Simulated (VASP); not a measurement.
# WSe2 (P6_3/mmc) in VASP: notebook

Runs on WSe2. Level: PBEsol. Tasks: single point.

All numbers are computed with VASP 6.6.1; they aren't measurements. Logs are shortened: lines on timing, memory, paths and dates and some standing lists are left out, and cuts for length are marked.

## 1. The cell of the first run

Symmetry: P6_3/mmc, No. 194, hexagonal system. Conventional cell: a = 3.223 Å, b = 3.223 Å, c = 12.705 Å, α = 90.00°, β = 90.00°, γ = 120.00°. W (site symmetry -6m2) has 6 Se at 2.48 Å and 6 W at 3.22 Å within 3.3 Å. Se (site symmetry 3m) has 3 W at 2.48 Å and 7 Se at 3.22 to 3.28 Å within 3.3 Å.

## 2. Single point, PBEsol (19.05 Å³/atom)

Contents of INCAR:

```
SYSTEM = WSe2
PREC = Accurate ; ENCUT = 520
EDIFF = 1E-6 ; ISMEAR = -1
SIGMA = 0.08 ; LREAL = .FALSE.
LASPH = .TRUE. ; NELM = 80
ALGO = Normal ; ISIF = 2
LWAVE = .FALSE. ; LCHARG = .TRUE.
GGA = PS ; LELF = .TRUE.
LVHAR = .TRUE. ; NBANDS = 35
```

Contents of KPOINTS:

```
regular mesh
0
G
  11 11 3
  0 0 0
```

Contents of POSCAR:

```
WSe2
1.0
    3.2228367798      0.0000000000      0.0000000000
   -1.6114183898      2.7910585235      0.0000000000
    0.0000000000      0.0000000000     12.7052318300
W Se
2 4
Direct
    0.3333333333      0.6666666667      0.2500000000
    0.6666666667      0.3333333333      0.7500000000
    0.3333333333      0.6666666667      0.6210000000
    0.6666666667      0.3333333333      0.1210000000
    0.3333333333      0.6666666667      0.8790000000
    0.6666666667      0.3333333333      0.3790000000
```

Potentials or basis: VASP PAW PBE potentials, release 64 (W_sv, Se).

Launch:

```sh
$ cat potpaw_PBE.64/W_sv/POTCAR potpaw_PBE.64/Se/POTCAR > POTCAR
$ mpirun -np 1 vasp_std > vasp.out
```

OUTCAR:

```text
SYSTEM = WSe2
   PREC = Accurate
   ENCUT = 520
   EDIFF = 1E-6
   ISMEAR = -1
   LREAL = .FALSE.
   LASPH = .TRUE.
   NELM = 80
   ISIF = 2
   GGA = PS

 ion  position               nearest neighbor table
   1  0.333  0.667  0.250-   4 2.48   6 2.48   4 2.48   6 2.48   4 2.48   6 2.48
   2  0.667  0.333  0.750-   3 2.48   5 2.48   3 2.48   5 2.48   3 2.48   5 2.48
   3  0.333  0.667  0.621-   2 2.48   2 2.48   2 2.48
   4  0.667  0.333  0.121-   1 2.48   1 2.48   1 2.48
   5  0.333  0.667  0.879-   2 2.48   2 2.48   2 2.48
   6  0.667  0.333  0.379-   1 2.48   1 2.48   1 2.48

  LATTYP: Found a hexagonal cell.
 ALAT       =     3.2228367798
 C/A-ratio  =     3.9422510968

  Lattice vectors:

 A1 = (   3.2228367798,   0.0000000000,   0.0000000000)
 A2 = (  -1.6114183898,   2.7910585235,   0.0000000000)
 A3 = (   0.0000000000,   0.0000000000,  12.7052318300)

Analysis of symmetry for initial positions (statically):
=====================================================================
 Subroutine PRICEL returns:
 Original cell was already a primitive cell.

 Routine SETGRP: Setting up the symmetry group for a
 hexagonal supercell.

 Subroutine GETGRP returns: Found 24 space group operations
 (whereof 12 operations were pure point group operations)
 out of a pool of 24 trial point group operations.

The static configuration has the point symmetry D_3d.
 The point group associated with its full space group is D_6h.

Analysis of symmetry for dynamics (positions and initial velocities):
=====================================================================
 Subroutine PRICEL returns:
 Original cell was already a primitive cell.

 Routine SETGRP: Setting up the symmetry group for a
 hexagonal supercell.

 Subroutine GETGRP returns: Found 24 space group operations
 (whereof 12 operations were pure point group operations)
 out of a pool of 24 trial point group operations.

The dynamic configuration has the point symmetry D_3d.
 The point group associated with its full space group is D_6h.

 Subroutine INISYM returns: Found 24 space group operations
 (whereof 12 operations are pure point group operations),
 and found     1 'primitive' translations

----------------------------------------------------------------------------------------

                                     Primitive cell

  volume of cell :     114.2852

  direct lattice vectors                    reciprocal lattice vectors
     3.222836780  0.000000000  0.000000000     0.310285648  0.179143503  0.000000000
    -1.611418390  2.791058523  0.000000000     0.000000000  0.358287005  0.000000000
     0.000000000  0.000000000 12.705231830     0.000000000  0.000000000  0.078707733

  length of vectors
     3.222836780  3.222836780 12.705231830     0.358287005  0.358287005  0.078707733

  position of ions in fractional coordinates (direct lattice)
     0.333333333  0.666666667  0.250000000
     0.666666667  0.333333333  0.750000000
     0.333333333  0.666666667  0.621000000
     0.666666667  0.333333333  0.121000000
     0.333333333  0.666666667  0.879000000
     0.666666667  0.333333333  0.379000000

  ion indices of the primitive-cell ions
   primitive index   ion index
                 1           1
                 2           2
                 3           3
                 4           4
                 5           5
                 6           6

----------------------------------------------------------------------------------------

 KPOINTS: regular mesh

Automatic generation of k-mesh.
 Grid dimensions read from file:
 generate k-points for:   11   11    3

 Generating k-lattice:

  Cartesian coordinates                     Fractional coordinates (reciprocal lattice)
     0.028207786  0.016285773  0.000000000     0.090909091  0.000000000  0.000000000
     0.000000000  0.032571546  0.000000000     0.000000000  0.090909091  0.000000000
     0.000000000  0.000000000  0.026235911     0.000000000  0.000000000  0.333333333

  Length of vectors
     0.032571546  0.032571546  0.026235911

  Shift w.r.t. Gamma in fractional coordinates (k-lattice)
     0.000000000  0.000000000  0.000000000

 Subroutine IBZKPT returns following result:
 ===========================================

 Found     32 irreducible k-points:

 Following reciprocal coordinates:
            Coordinates               Weight
  0.000000  0.000000  0.000000      1.000000
  0.090909 -0.000000  0.000000      6.000000
  0.181818  0.000000  0.000000      6.000000
  0.272727 -0.000000  0.000000      6.000000
  0.363636 -0.000000  0.000000      6.000000
  0.454545  0.000000  0.000000      6.000000
[... 16 lines left out ...]
  0.090909  0.090909  0.333333     12.000000
  0.181818  0.090909  0.333333     24.000000
 [... further k-points ...]
   k-points           NKPTS =     32   k-points in BZ     NKDIM =     32   number of bands    NBANDS=     35
   number of dos      NEDOS =    301   number of ions     NIONS =      6
   total plane-waves  NPLWV =  55296
   dimension x,y,z NGX =    24 NGY =   24 NGZ =   96
   dimension x,y,z NGXF=    48 NGYF=   48 NGZF=  192
   ions per type =               2   4
   NGX,Y,Z   is equivalent  to a cutoff of  12.38, 12.38, 12.56 a.u.
   NGXF,Y,Z  is equivalent  to a cutoff of  24.76, 24.76, 25.12 a.u.
 SYSTEM =  WSe2
   PREC   = accura    normal or accurate (medium, high low for compatibility)
   ISTART =      0    job   : 0-new  1-cont  2-samecut
   ICHARG =      2    charge: 1-file 2-atom 10-const
   ISPIN  =      1    spin polarized calculation?
   LNONCOLLINEAR =      F non collinear calculations
   LSORBIT =      F    spin-orbit coupling
   LASPH  =      T    aspherical Exc in radial PAW
   ENCUT  =  520.0 eV  38.22 Ry    6.18 a.u.   5.99  5.99 23.62*2*pi/ulx,y,z
   NELM   =     80;   NELMIN=  2; NELMDL= -5     # of ELM steps
   EDIFF  = 0.1E-05   stopping-criterion for ELM
   LREAL  =      F    real-space projection
   EDIFFG = 0.1E-04   stopping-criterion for IOM
   NSW    =      0    number of steps for IOM
   IBRION =     -1    ionic relax: 0-MD 1-quasi-New 2-CG
   NFREE  =      0    steps in history (QN), initial steepest desc. (CG)
   ISIF   =      2    stress and relaxation
   ISYM   =      2    0-nonsym 1-usesym 2-fastsym
   POTIM  = 0.5000    time-step for ionic-motion
   TEBEG  =    0.0;   TEEND  =   0.0 temperature during run
   PSTRESS=    0.0 pullay stress
   NELECT =      52.0000    total number of electrons
   NUPDOWN=      -1.0000    fix difference up-down
   EMIN   =  10.00;   EMAX   =-10.00  energy-range for DOS
   EFERMI =   0.00;   METHOD = LEGACY
   ISMEAR =    -1;   SIGMA  =   0.08  broadening in eV -4-tet -1-fermi 0-gaus
   EFERMI_NEDOS =   21; number of points for ismear=-14 and -15
   IALGO  =     38    algorithm
   IMIX   =      4    mixing-type and parameters
     AMIX     =   0.40;   BMIX     =  1.00
     AMIX_MAG =   1.60;   BMIX_MAG =  1.00
  volume/ion in A,a.u.               =      19.05       128.54
  Fermi-wavevector in a.u.,A,eV,Ry     =   1.259155  2.379459 21.571660  1.585472
  Thomas-Fermi vector in A             =   2.392729
   LORBIT       =      0    0 simple, 1 ext, 2 COOP (PROOUT), +10 PAW based schemes
   GGA     = PS    functional components
   LHFCALC =     F    Hartree Fock is set to
   AEXX    =    0.0000 exact exchange contribution
   IVDW    =     0    specifies the selected vdW correction
   LEPSILON=     F    determine dielectric tensor
   LRPA    =     F    only Hartree local field effects (RPA)
 non-spin polarized calculation
  energy-cutoff  :      520.00
  volume of cell :      114.29
 maximum number of plane-waves:      3108
 NGX is ok and might be reduce to    24
   NGX = 11   NGY = 11   NGZ = 47

 number of electron      52.0000006 magnetization

 Free energy of the ion-electron system (eV)
  ---------------------------------------------------
  ext. energy  EPLUGINS =         0.00000000
  ---------------------------------------------------
  free energy    TOTEN  =       -46.36483389 eV

  energy without entropy =      -46.36469634  energy(sigma->0) =      -46.36476512

 E-fermi :   7.2830     XC(G=0): -11.2120

 val. band max:        6.9077359221   @ k =   0.0000   0.0000   0.0000
 cond. band min:       7.7528788189   @ k =   0.1818   0.1818   0.0000
 fundamental gap:      0.8451428968
 Fermi energy:         7.2829575093

 k-point     1 :       0.0000    0.0000    0.0000
  band No.  band energies     occupation
      1     -67.3369      2.00000
      2     -67.3368      2.00000
      3     -31.6637      2.00000
      4     -31.6637      2.00000
      5     -31.4764      2.00000
      6     -31.4764      2.00000
[... 27 lines left out ...]
     34      10.0965      0.00000
     35      11.6824      0.00000

 k-point     2 :       0.0909   -0.0000    0.0000
  band No.  band energies     occupation
      1     -67.3357      2.00000
      2     -67.3357      2.00000
      3     -31.6589      2.00000
      4     -31.6588      2.00000
      5     -31.5009      2.00000
      6     -31.5009      2.00000
[... 27 lines left out ...]
     34      10.0031      0.00000
     35      12.4403      0.00000

 k-point     3 :       0.1818    0.0000    0.0000
  band No.  band energies     occupation
      1     -67.3326      2.00000
      2     -67.3326      2.00000
      3     -31.6458      2.00000
      4     -31.6458      2.00000
      5     -31.5662      2.00000
      6     -31.5662      2.00000
[... 27 lines left out ...]
     34      10.5790      0.00000
     35      13.4366      0.00000
[... 723 lines left out ...]
 k-point    23 :       0.0909    0.0909    0.3333
  band No.  band energies     occupation
      1     -67.3336      2.00000
      2     -67.3336      2.00000
      3     -31.6499      2.00000
      4     -31.6499      2.00000
      5     -31.5443      2.00000
      6     -31.5443      2.00000
[... 27 lines left out ...]
     34      10.4400      0.00000
     35      13.4976      0.00000

 k-point    24 :       0.1818    0.0909    0.3333
  band No.  band energies     occupation
      1     -67.3300      2.00000
      2     -67.3300      2.00000
      3     -31.6348      2.00000
      4     -31.6348      2.00000
      5     -31.6155      2.00000
      6     -31.6154      2.00000
[... 27 lines left out ...]
     34      11.0363      0.00000
     35      13.9657      0.00000

 [... further k-points ...]
[... 5 lines left out ...]
  --------------------------------------------------------------------------------------
  -------------------------------------------------------------------------------------
  Total        5.7971339      5.7971339      7.9607759      0.0000000      0.0000000      0.0000000
  in kB       81.2707127     81.2707127    111.6030680      0.0000000      0.0000000      0.0000000
  external PRESSURE =      91.3814978 kB  Pullay stress =       0.0000000 kB

 VOLUME and BASIS-vectors are now :
 -----------------------------------------------------------------------------
  energy-cutoff  :      520.00
  volume of cell :      114.29
      direct lattice vectors                 reciprocal lattice vectors
     3.222836780  0.000000000  0.000000000     0.310285648  0.179143503  0.000000000
    -1.611418390  2.791058523  0.000000000     0.000000000  0.358287005  0.000000000
     0.000000000  0.000000000 12.705231830     0.000000000  0.000000000  0.078707733

 POSITION                                       TOTAL-FORCE (eV/Angst)
 -----------------------------------------------------------------------------------
     -0.00000      1.86071      3.17631        -0.000000     -0.000000      0.000000
      1.61142      0.93035      9.52892         0.000000      0.000000      0.000000
     -0.00000      1.86071      7.88995         0.000000      0.000000     -1.050201
      1.61142      0.93035      1.53733        -0.000000     -0.000000     -1.050201
     -0.00000      1.86071     11.16790         0.000000      0.000000      1.050201
      1.61142      0.93035      4.81528        -0.000000     -0.000000      1.050201
 -----------------------------------------------------------------------------------
    total drift:                               -0.000000      0.000000     -0.000000

  FREE ENERGIE OF THE ION-ELECTRON SYSTEM (eV)
  ---------------------------------------------------
  free  energy   TOTEN  =       -46.3648338929 eV

  energy  without entropy=      -46.3646963396  energy(sigma->0) =      -46.36476512
```

Wall time 87 s (1 thread of AMD EPYC 7R13 (Zen 3), shared host); peak memory 0.25 GiB.

Results:

```
Free energy            : -46.3648 eV
Pressure               : 9.1 GPa
Largest force          : 1.050 eV/Å
Band gap on the k mesh : 0.85 eV (least direct gap 1.88 eV)
```

Forces on the atoms (eV/Å):
```
W    0.000  0.000  0.000
W    0.000  0.000  0.000
Se   0.000  0.000 -1.050
Se   0.000  0.000 -1.050
Se   0.000  0.000  1.050
Se   0.000  0.000  1.050
```

Stress tensor (GPa, compression positive):
```
 8.13  0.00  0.00
 0.00  8.13  0.00
 0.00  0.00 11.16
```

Levels at points of the mesh, in eV from the valence-band top:
```
           k point  band 23  band 24  band 25  band 26  band 27  band 28  band 29  band 30
(0.00, 0.00, 0.00)    -1.64    -1.36    -1.08     0.00     2.77     2.77     2.82     2.82
```

Caveat: the cell stands under pressure; the PAW data sets were made with another functional, which shifts forces and pressure a little; spin-orbit coupling is left out, which moves the levels of the heavy elements; an odd mesh through Γ misses points on the zone boundary, where band edges can lie; this functional lacks dispersion, which binds the layers, so the pressure and a relaxed spacing across them are unreliable.

(Part 1 of 2 ends here.)
